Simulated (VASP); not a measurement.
Wanted: the native input for a VASP 6.6.1 run.

- Task: single point
- Functional: r2SCAN
- Potentials or basis: VASP PAW PBE potentials, release 64 (Te, Mo_sv)
- Cutoff: 520 eV
- k mesh: 12 × 12 × 2
- Occupations: gaussian, width 0.02 eV
- Spin: no spin polarisation
- Dipole correction: no
- Further INCAR settings: ALGO = Normal; EDIFF = 1e-06; NBANDS = 35

Te2Mo:

```xyz
6
Lattice="3.5633 0.0000 0.0000 -1.7816 3.0859 0.0000 0.0000 0.0000 14.4372" Properties=species:S:1:pos:R:3 pbc="T T T"
Te    0.0000    2.0572    9.0405
Te    1.7816    1.0286    1.8219
Te    1.7816    1.0286    5.3968
Te    0.0000    2.0572   12.6154
Mo    0.0000    2.0572    3.6093
Mo    1.7816    1.0286   10.8279
```

These files were run (other wordings do the same):

POSCAR

```
Te2Mo
1.0
    3.5632533183      0.0000000000      0.0000000000
   -1.7816266592      3.0858678938      0.0000000000
    0.0000000000      0.0000000000     14.4372483584
Te Mo
4 2
Direct
    0.3333333333      0.6666666667      0.6261921875
    0.6666666667      0.3333333333      0.1261921875
    0.6666666667      0.3333333333      0.3738078125
    0.3333333333      0.6666666667      0.8738078125
    0.3333333333      0.6666666667      0.2500000000
    0.6666666667      0.3333333333      0.7500000000
```

INCAR.step1

```
SYSTEM = Te2Mo
  PREC = Accurate
  ENCUT = 520
  ISMEAR = 0
  SIGMA = 0.02
  LREAL = .FALSE.
  LASPH = .TRUE.
  NELM = 100
  NBANDS = 35
  GGA = PE
  ALGO = Normal
  EDIFF = 1E-4
  LWAVE = .TRUE.
  LCHARG = .FALSE.
```

INCAR.step2

```
SYSTEM = Te2Mo
  PREC = Accurate
  ENCUT = 520
  EDIFF = 1E-6
  ISMEAR = 0
  SIGMA = 0.02
  LREAL = .FALSE.
  LASPH = .TRUE.
  NELM = 100
  ALGO = Normal
  ISIF = 2
  LWAVE = .FALSE.
  LCHARG = .FALSE.
  METAGGA = R2SCAN
  LMIXTAU = .TRUE.
  NBANDS = 35
  ISTART = 1
```

KPOINTS

```
regular mesh
0
G
  12 12 2
  0 0 0
```

Potentials or basis: VASP PAW PBE potentials, release 64 (Te, Mo_sv).

Command:

```console
$ cat potpaw_PBE.64/Te/POTCAR potpaw_PBE.64/Mo_sv/POTCAR > POTCAR
$ cp INCAR.step1 INCAR
$ mpirun -np 1 vasp_std > vasp.out
$ cp INCAR.step2 INCAR
$ mpirun -np 1 vasp_std > vasp.out
```

Results of the run:

```json
{
 "Pressure": "0.4 GPa",
 "Largest force": "0.031 eV/Å",
 "Band gap on the k mesh": "0.98 eV (least direct gap 1.05 eV)"
}
```

Caveat: the PAW data sets were made with another functional, which shifts forces and pressure a little; spin-orbit coupling is left out, which moves the levels of the heavy elements.

It took 25 min on 1 thread of Intel Xeon 8259CL, on a shared host, peak memory 0.42 GiB.
